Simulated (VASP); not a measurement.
# Cd4O3 (P-43m) in VASP: relaxation of cell and atoms with PBE

Aim: the relaxation of cell and atoms of Cd4O3 with PBE.

Everything below comes from runs of VASP 6.6.1. Logs are shortened: lines on timing, memory, paths and dates and some standing lists are left out, and cuts for length are marked.

### 1 The cell of the first run

Symmetry: P-43m, No. 215, cubic system. Conventional cell: a = 4.947 Å, b = 4.947 Å, c = 4.947 Å, α = 90.00°, β = 90.00°, γ = 90.00°. Cd (site symmetry 3m) has 3 O at 2.22 Å within 2.9 Å. Within 2.9 Å of O (site symmetry -42m) lie 4 Cd at 2.22 Å.

The cell was generated, and may not be a known phase.

### 2 Relaxation of cell and atoms, PBE

Input file INCAR:

```
SYSTEM = Cd4O3
PREC     = Accurate       ! precision mode
ENCUT    = 600            ! plane-wave cutoff, eV
EDIFF    = 1E-7           ! SCF threshold, eV
ISMEAR   = 0              ! smearing method
SIGMA    = 0.02           ! smearing width, eV
LREAL    = .FALSE.        ! projectors in reciprocal space
LASPH    = .TRUE.         ! aspherical terms in the spheres
NELM     = 100            ! most SCF steps
ALGO     = Normal         ! electronic algorithm
ISIF     = 3              ! what is computed and relaxed
LWAVE    = .FALSE.        ! write WAVECAR
LCHARG   = .FALSE.        ! write CHGCAR
GGA      = PE             ! functional
IBRION   = 2              ! ionic algorithm
NSW      = 100            ! ionic steps
EDIFFG   = -0.01          ! ionic threshold
```

Input file KPOINTS:

```
regular mesh
0
G
  8 8 8
  0 0 0
```

Input file POSCAR:

```
Cd4O3
1.0
    4.9470253996      0.0000000000      0.0000000000
    0.0000000000      4.9470253996      0.0000000000
    0.0000000000      0.0000000000      4.9470253996
Cd O
4 3
Direct
    0.7251417130      0.2748582870      0.2748582870
    0.2748582870      0.7251417130      0.2748582870
    0.2748582870      0.2748582870      0.7251417130
    0.7251417130      0.7251417130      0.7251417130
    0.0000000000      0.0000000000      0.5000000000
    0.5000000000      0.0000000000      0.0000000000
    0.0000000000      0.5000000000      0.0000000000
```

Potentials or basis: VASP PAW PBE potentials, release 64 (Cd, O).

Run with:

```
$ cat potpaw_PBE.64/Cd/POTCAR potpaw_PBE.64/O/POTCAR > POTCAR
$ mpirun -np 1 vasp_std > vasp.out
```

OUTCAR:

```text
SYSTEM = Cd4O3
   PREC = Accurate
   ENCUT = 600
   EDIFF = 1E-7
   ISMEAR = 0
   LREAL = .FALSE.
   LASPH = .TRUE.
   NELM = 100
   ISIF = 3
   GGA = PE
   IBRION = 2
   NSW = 100
   EDIFFG = -0.01

 ion  position               nearest neighbor table
   1  0.725  0.275  0.275-   5 2.22   6 2.22   7 2.22   2 3.15   3 3.15   4 3.15   2 3.52   3 3.52
                             3 3.52   4 3.52   2 3.52   4 3.52
   2  0.275  0.725  0.275-   5 2.22   6 2.22   7 2.22   1 3.15   3 3.15   4 3.15   1 3.52   3 3.52
                             3 3.52   4 3.52   1 3.52   4 3.52
   3  0.275  0.275  0.725-   5 2.22   6 2.22   7 2.22   1 3.15   2 3.15   4 3.15   1 3.52   2 3.52
                             2 3.52   4 3.52   1 3.52   4 3.52
   4  0.725  0.725  0.725-   5 2.22   6 2.22   7 2.22   1 3.15   2 3.15   3 3.15   2 3.52   3 3.52
                             1 3.52   3 3.52   1 3.52   2 3.52
   5  0.000  0.000  0.500-   1 2.22   2 2.22   3 2.22   4 2.22
   6  0.500  0.000  0.000-   1 2.22   2 2.22   3 2.22   4 2.22
   7  0.000  0.500  0.000-   1 2.22   2 2.22   3 2.22   4 2.22

  LATTYP: Found a simple cubic cell.
 ALAT       =     4.9470253996

  Lattice vectors:

 A1 = (   4.9470253996,   0.0000000000,   0.0000000000)
 A2 = (   0.0000000000,   4.9470253996,   0.0000000000)
 A3 = (   0.0000000000,   0.0000000000,   4.9470253996)

Analysis of symmetry for initial positions (statically):
=====================================================================
 Subroutine PRICEL returns:
 Original cell was already a primitive cell.

 Routine SETGRP: Setting up the symmetry group for a
 simple cubic supercell.

 Subroutine GETGRP returns: Found 24 space group operations
 (whereof 24 operations were pure point group operations)
 out of a pool of 48 trial point group operations.

The static configuration has the point symmetry T_d .

Analysis of symmetry for dynamics (positions and initial velocities):
=====================================================================
 Subroutine PRICEL returns:
 Original cell was already a primitive cell.

 Routine SETGRP: Setting up the symmetry group for a
 simple cubic supercell.

 Subroutine GETGRP returns: Found 24 space group operations
 (whereof 24 operations were pure point group operations)
 out of a pool of 48 trial point group operations.

The dynamic configuration has the point symmetry T_d .

 Subroutine INISYM returns: Found 24 space group operations
 (whereof 24 operations are pure point group operations),
 and found     1 'primitive' translations

----------------------------------------------------------------------------------------

                                     Primitive cell

  volume of cell :     121.0689

  direct lattice vectors                    reciprocal lattice vectors
     4.947025400  0.000000000  0.000000000     0.202141675  0.000000000  0.000000000
     0.000000000  4.947025400  0.000000000     0.000000000  0.202141675  0.000000000
     0.000000000  0.000000000  4.947025400     0.000000000  0.000000000  0.202141675

  length of vectors
     4.947025400  4.947025400  4.947025400     0.202141675  0.202141675  0.202141675

  position of ions in fractional coordinates (direct lattice)
     0.725141713  0.274858287  0.274858287
     0.274858287  0.725141713  0.274858287
     0.274858287  0.274858287  0.725141713
     0.725141713  0.725141713  0.725141713
     0.000000000  0.000000000  0.500000000
     0.500000000  0.000000000  0.000000000
     0.000000000  0.500000000  0.000000000

  ion indices of the primitive-cell ions
   primitive index   ion index
                 1           1
                 2           2
                 3           3
                 4           4
                 5           5
                 6           6
                 7           7

----------------------------------------------------------------------------------------

 KPOINTS: regular mesh

Automatic generation of k-mesh.
 Grid dimensions read from file:
 generate k-points for:    8    8    8

 Generating k-lattice:

  Cartesian coordinates                     Fractional coordinates (reciprocal lattice)
     0.025267709  0.000000000  0.000000000     0.125000000  0.000000000  0.000000000
     0.000000000  0.025267709  0.000000000     0.000000000  0.125000000  0.000000000
     0.000000000  0.000000000  0.025267709     0.000000000  0.000000000  0.125000000

  Length of vectors
     0.025267709  0.025267709  0.025267709

  Shift w.r.t. Gamma in fractional coordinates (k-lattice)
     0.000000000  0.000000000  0.000000000

 Subroutine IBZKPT returns following result:
 ===========================================

 Found     35 irreducible k-points:

 Following reciprocal coordinates:
            Coordinates               Weight
  0.000000  0.000000  0.000000      1.000000
  0.125000  0.000000  0.000000      6.000000
  0.250000  0.000000  0.000000      6.000000
  0.375000  0.000000  0.000000      6.000000
  0.500000  0.000000  0.000000      3.000000
  0.125000  0.125000  0.000000     12.000000
[... 16 lines left out ...]
  0.375000  0.375000  0.125000     24.000000
  0.500000  0.375000  0.125000     24.000000
 [... further k-points ...]
   k-points           NKPTS =     35   k-points in BZ     NKDIM =     35   number of bands    NBANDS=     39
   number of dos      NEDOS =    301   number of ions     NIONS =      7
   total plane-waves  NPLWV =  64000
   dimension x,y,z NGX =    40 NGY =   40 NGZ =   40
   dimension x,y,z NGXF=    80 NGYF=   80 NGZF=   80
   ions per type =               4   3
   NGX,Y,Z   is equivalent  to a cutoff of  13.44, 13.44, 13.44 a.u.
   NGXF,Y,Z  is equivalent  to a cutoff of  26.88, 26.88, 26.88 a.u.
 SYSTEM =  Cd4O3
   PREC   = accura    normal or accurate (medium, high low for compatibility)
   ISTART =      0    job   : 0-new  1-cont  2-samecut
   ICHARG =      2    charge: 1-file 2-atom 10-const
   ISPIN  =      1    spin polarized calculation?
   LNONCOLLINEAR =      F non collinear calculations
   LSORBIT =      F    spin-orbit coupling
   LASPH  =      T    aspherical Exc in radial PAW
   ENCUT  =  600.0 eV  44.10 Ry    6.64 a.u.   9.88  9.88  9.88*2*pi/ulx,y,z
   NELM   =    100;   NELMIN=  2; NELMDL= -5     # of ELM steps
   EDIFF  = 0.1E-06   stopping-criterion for ELM
   LREAL  =      F    real-space projection
   EDIFFG = -.1E-01   stopping-criterion for IOM
   NSW    =    100    number of steps for IOM
   IBRION =      2    ionic relax: 0-MD 1-quasi-New 2-CG
   NFREE  =      1    steps in history (QN), initial steepest desc. (CG)
   ISIF   =      3    stress and relaxation
   ISYM   =      2    0-nonsym 1-usesym 2-fastsym
   POTIM  = 0.5000    time-step for ionic-motion
   TEBEG  =    0.0;   TEEND  =   0.0 temperature during run
   PSTRESS=    0.0 pullay stress
   NELECT =      66.0000    total number of electrons
   NUPDOWN=      -1.0000    fix difference up-down
   EMIN   =  10.00;   EMAX   =-10.00  energy-range for DOS
   EFERMI =   0.00;   METHOD = LEGACY
   ISMEAR =     0;   SIGMA  =   0.02  broadening in eV -4-tet -1-fermi 0-gaus
   EFERMI_NEDOS =   21; number of points for ismear=-14 and -15
   IALGO  =     38    algorithm
   IMIX   =      4    mixing-type and parameters
     AMIX     =   0.40;   BMIX     =  1.00
     AMIX_MAG =   1.60;   BMIX_MAG =  1.00
  volume/ion in A,a.u.               =      17.30       116.72
  Fermi-wavevector in a.u.,A,eV,Ry     =   1.337351  2.527227 24.334117  1.788507
  Thomas-Fermi vector in A             =   2.465906
   LORBIT       =      0    0 simple, 1 ext, 2 COOP (PROOUT), +10 PAW based schemes
   GGA     = PE    functional components
   LHFCALC =     F    Hartree Fock is set to
   AEXX    =    0.0000 exact exchange contribution
   IVDW    =     0    specifies the selected vdW correction
   LEPSILON=     F    determine dielectric tensor
   LRPA    =     F    only Hartree local field effects (RPA)
 conjugate gradient relaxation of ions
 non-spin polarized calculation
 Gauss-broadening in eV      SIGMA  =   0.02
  energy-cutoff  :      600.00
  volume of cell :      121.07
 maximum number of plane-waves:      4076
 NGX is ok and might be reduce to    40
   NGX = 19   NGY = 19   NGZ = 19

--------------------------------------- Ionic step        1  -------------------------------------------

 number of electron      66.0000019 magnetization

 Free energy of the ion-electron system (eV)
  ---------------------------------------------------
  ext. energy  EPLUGINS =         0.00000000
  ---------------------------------------------------
  free energy    TOTEN  =       -23.56547371 eV

  energy without entropy =      -23.56547371  energy(sigma->0) =      -23.56547371

------------------------ aborting loop because EDIFF is reached ----------------------------------------

  FORCE on cell =-STRESS in cart. coord.  units (eV):
  Direction    XX          YY          ZZ          XY          YZ          ZX
  --------------------------------------------------------------------------------------
  -------------------------------------------------------------------------------------
  Total        0.2223012      0.2223012      0.2223012     -0.0000000      0.0000000      0.0000000
  in kB        2.9418466      2.9418466      2.9418466     -0.0000000      0.0000000      0.0000000
  external PRESSURE =       2.9418466 kB  Pullay stress =       0.0000000 kB
[... 149 lines left out ...]
  energy  without entropy=      -23.5693511312  energy(sigma->0) =      -23.56935113

--------------------------------------- Ionic step        5  -------------------------------------------

 number of electron      66.0000001 magnetization

 Free energy of the ion-electron system (eV)
  ---------------------------------------------------
  ext. energy  EPLUGINS =         0.00000000
  ---------------------------------------------------
  free energy    TOTEN  =       -23.57001300 eV

  energy without entropy =      -23.57001300  energy(sigma->0) =      -23.57001300

 E-fermi :   1.0186     XC(G=0): -10.3313

 val. band max:        0.8898754246   @ k =   0.5000   0.2500   0.0000
 cond. band min:       1.3140059537   @ k =   0.5000   0.0000   0.0000
 fundamental gap:      0.4241305291
 Fermi energy:         1.0185642627

 k-point     1 :       0.0000    0.0000    0.0000
  band No.  band energies     occupation
      1     -16.0815      2.00000
      2     -15.7678      2.00000
      3     -15.7678      2.00000
      4      -6.8203      2.00000
      5      -6.8203      2.00000
      6      -6.8203      2.00000
[... 997 lines left out ...]
     38       7.7852      0.00000
     39       7.8944      0.00000

 [... further k-points ...]
[... 5 lines left out ...]
  --------------------------------------------------------------------------------------
  -------------------------------------------------------------------------------------
  Total        0.0190312      0.0190312      0.0190312     -0.0000000      0.0000000      0.0000000
  in kB        0.2529702      0.2529702      0.2529702     -0.0000000      0.0000000      0.0000000
  external PRESSURE =       0.2529702 kB  Pullay stress =       0.0000000 kB
[... 22 lines left out ...]
  FREE ENERGIE OF THE ION-ELECTRON SYSTEM (eV)
  ---------------------------------------------------
  free  energy   TOTEN  =       -23.5700130011 eV

  energy  without entropy=      -23.5700130011  energy(sigma->0) =      -23.57001300

 reached required accuracy - stopping structural energy minimisation
```

Wall time 6.4 min (1 thread of Intel Xeon 6975P-C (Granite Rapids), shared host); peak memory 0.34 GiB.

Results:

```yaml
Free_energy: -23.5700 eV
Relaxed_volume: 17.22 Å³/atom
Relaxed_cell: a = 4.940 Å, b = 4.940 Å, c = 4.940 Å, α = 90.00°, β = 90.00°, γ = 90.00°
Space_group_after_relaxing_to_0.1_Å: P-43m (No. 215)
Energy_gained_by_relaxing: 0.6 meV/atom
Ionic_steps: 5
Pressure_after_relaxing: 0.0 GPa
Largest_force_after_relaxing: 0.007 eV/Å
Band_gap_on_the_k_mesh: 0.42 eV (least direct gap 0.52 eV)
```

Forces in eV/Å, atoms in the order of the input:
```
Cd   0.004 -0.004 -0.004
Cd  -0.004  0.004 -0.004
Cd  -0.004 -0.004  0.004
Cd   0.004  0.004  0.004
O    0.000  0.000  0.000
O    0.000  0.000  0.000
O    0.000  0.000  0.000
```

The path:
```csv
step,energy change (eV),largest force (eV/Å),pressure (GPa),volume (Å³)
1,0.0000,0.1366,0.29,121.07
2,-0.0024,0.0499,-0.34,121.63
3,-0.0024,0.0474,-0.36,121.64
4,-0.0039,0.0263,-0.21,121.20
5,-0.0045,0.0075,0.03,120.53
```

Final structure:
```yaml
crystal:
  lattice:
    - [4.93972, 0.00000, 0.00000]
    - [0.00000, 4.93972, 0.00000]
    - [0.00000, 0.00000, 4.93972]
  atoms:
    - { symbol: Cd, position: [0.72288, 0.27712, 0.27712] }
    - { symbol: Cd, position: [0.27712, 0.72288, 0.27712] }
    - { symbol: Cd, position: [0.27712, 0.27712, 0.72288] }
    - { symbol: Cd, position: [0.72288, 0.72288, 0.72288] }
    - { symbol: O, position: [0.00000, 0.00000, 0.50000] }
    - { symbol: O, position: [0.50000, 0.00000, 0.00000] }
    - { symbol: O, position: [0.00000, 0.50000, 0.00000] }
```

Levels at points of the mesh, in eV from the valence-band top:
```
           k point  band 29  band 30  band 31  band 32  band 33  band 34  band 35  band 36  band 37  band 38
(0.00, 0.00, 0.00)    -1.86    -1.86    -0.98    -0.98    -0.98     3.69     3.88     3.88     4.96     4.96
(0.50, 0.00, 0.00)    -1.75    -1.75    -0.98    -0.98    -0.09     0.42     4.53     4.53     5.80     6.04
(0.50, 0.50, 0.00)    -2.10    -1.77    -1.06    -0.74    -0.03     2.38     2.38     3.97     5.07     6.70
(0.50, 0.50, 0.50)    -0.95    -0.95    -0.95    -0.82    -0.82     3.73     3.73     3.73     4.50     4.50
```

Caveat: semilocal functionals underestimate gaps, and a narrow one can read as zero. A k mesh can miss the band edges.
